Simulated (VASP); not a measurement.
Runs of VASP 6.6.1 on PdPt2. The structure is that of space group Fm-3m (No. 225), or close to it. The cells are those of the table. 

```csv
task,spin,cell,k mesh,cutoff (eV),gap on the mesh (eV),pressure (GPa),moment (μB)
single point,off,"a = 4.162 Å, angles 60.0°, 3 atoms",6 × 6 × 6,520,none,(b),-
relaxation of cell and atoms,off,"relaxed from a = 4.162 Å, angles 60.0°, 3 atoms",6 × 6 × 6,600,none,0.0,-
single point,off,"a = 4.267 Å, angles 60.0°, 3 atoms",6 × 6 × 6,520,none,-0.5,-
single point,"collinear, ferromagnetic start","a = 4.267 Å, angles 60.0°, 3 atoms",6 × 6 × 6,520,none,-0.2,(a)
single point,"collinear, ferromagnetic start","a = 4.265 Å, angles 60.0°, 3 atoms",14 × 14 × 14,520,none,-0.4,0.00
```

Alike in all rows: level PBE; potentials or basis VASP PAW PBE potentials, release 64 (Pd, Pt); smearing gaussian 0.1 eV.

Task: Estimate the missing entries.

Result: (a) 1.14; (b) 14.1.

Caveats: spin-orbit coupling is left out, which moves the levels of the heavy elements.

A k mesh can miss the band edges, and the runs leave out spin-orbit coupling on Pd, Pt.

A gap of «none» marks levels without a gap at the run's occupations.
